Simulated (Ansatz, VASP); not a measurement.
# One calculation of CaCrGeH, two programs

Contents of POSCAR:

```
CaCrGeH
1.0
    4.1206047901      0.0000000000      0.0000000000
    0.0000000000      4.1206047901      0.0000000000
    0.0000000000      0.0000000000      7.9915623450
Ca Cr Ge H
2 2 2 2
Direct
    0.5000000000      0.0000000000      0.1507000000
    0.0000000000      0.5000000000      0.8493000000
    0.0000000000      0.0000000000      0.5000000000
    0.5000000000      0.5000000000      0.5000000000
    0.5000000000      0.0000000000      0.6605000000
    0.0000000000      0.5000000000      0.3395000000
    0.0000000000      0.0000000000      0.0000000000
    0.5000000000      0.5000000000      0.0000000000
```

Contents of INCAR.step1:

```
SYSTEM = CaCrGeH
PREC = Accurate
ENCUT = 520
ISMEAR = 0
SIGMA = 0.1
LREAL = .False.
LASPH = .True.
NELM = 150
ISPIN = 2
MAGMOM = 0 0 3 3 0 0 0 0
LMAXMIX = 4
NBANDS = 51
GGA = PE
ALGO = Normal
EDIFF = 1E-4
LWAVE = .True.
LCHARG = .False.
```

File INCAR.step2:

```
SYSTEM = CaCrGeH
PREC = Accurate
ENCUT = 520
EDIFF = 1E-7
ISMEAR = 0
SIGMA = 0.1
LREAL = .False.
LASPH = .True.
NELM = 150
ALGO = Normal
ISIF = 2
LWAVE = .False.
LCHARG = .True.
ISPIN = 2
MAGMOM = 0 0 3 3 0 0 0 0
LORBIT = 11
LMAXMIX = 4
METAGGA = R2SCAN
LMIXTAU = .True.
LELF = .True.
LVHAR = .True.
NBANDS = 51
ISTART = 1
```

KPOINTS

```
Automatic mesh
0
Gamma
  4 4 2
  0 0 0
```

Input for Ansatz:

```yaml
crystal:
  lattice:
    - [4.1206047901, 0.0, 0.0]
    - [0.0, 4.1206047901, 0.0]
    - [0.0, 0.0, 7.991562345]
  atoms:
    - { symbol: Ca, position: [0.5, 0.0, 0.1507] }
    - { symbol: Ca, position: [0.0, 0.5, 0.8493] }
    - { symbol: Cr, position: [0.0, 0.0, 0.5], spin: 3.0 }
    - { symbol: Cr, position: [0.5, 0.5, 0.5], spin: 3.0 }
    - { symbol: Ge, position: [0.5, 0.0, 0.6605] }
    - { symbol: Ge, position: [0.0, 0.5, 0.3395] }
    - { symbol: H, position: [0.0, 0.0, 0.0] }
    - { symbol: H, position: [0.5, 0.5, 0.0] }
basis:
  ecutwfc: 500
kpoints:
  mp_grid: { grid: [4, 4, 2] }
hamiltonian:
  xc: r2scan
scf:
  occupations: { method: gaussian, width: 0.1 }
  lower_state_search: "off"
output:
  forces: true
  stress: true
  eigenvalues: true
  populations: true
magnetization:
  spin_polarized: true
```

Alike in both runs: task single point; functional r2SCAN; k mesh 4 × 4 × 2; occupations gaussian, width 0.1 eV; collinear spin.

|  | VASP | Ansatz |
| --- | --- | --- |
| version | VASP 6.6.1 | Ansatz 0.2.0 |
| potentials or method | VASP PAW PBE potentials, release 64 (Ca_sv, Cr_pv, Ge_d, H), cutoff 520 eV | scalar-relativistic, plane waves, PAW |
| valence electrons in the cell | 74 | 78 |

|  | VASP | Ansatz | Ansatz less VASP |
| --- | --- | --- | --- |
| gap on the k mesh at the Fermi level (eV) | none | none | - |
| pressure (GPa) | 3.2 | 3.0 | -0.17 |
| traceless stress, the component that is largest in VASP (GPa) | 0.44 | 0.48 | +0.040 |
| rms of the force components (eV/Å) | 0.309 | 0.305 | -0.0043 |
| net moment per atom (μB) | 0.74 | 0.74 | 0.000 |
| size of the moment on the site where the two differ most (μB) | 3.16 | 2.92 | -0.238 |

VASP's potentials were made for PBE, not for r2SCAN. Site moments also hang on the region over which each program counts them. Atom by atom the forces differ by 0.006 eV/Å (rms over components). A gap of «none» marks a metal or a gap that the smearing closes. With one functional, cell and mesh, what is left measures potentials, basis and numerics. VASP's potentials hold 74 valence electrons a cell and Ansatz's 78, so a difference there can come from the potentials and not from the codes. Ansatz's warnings: stability check not made.

The k mesh is coarse, so the values compare programs but aren't converged.
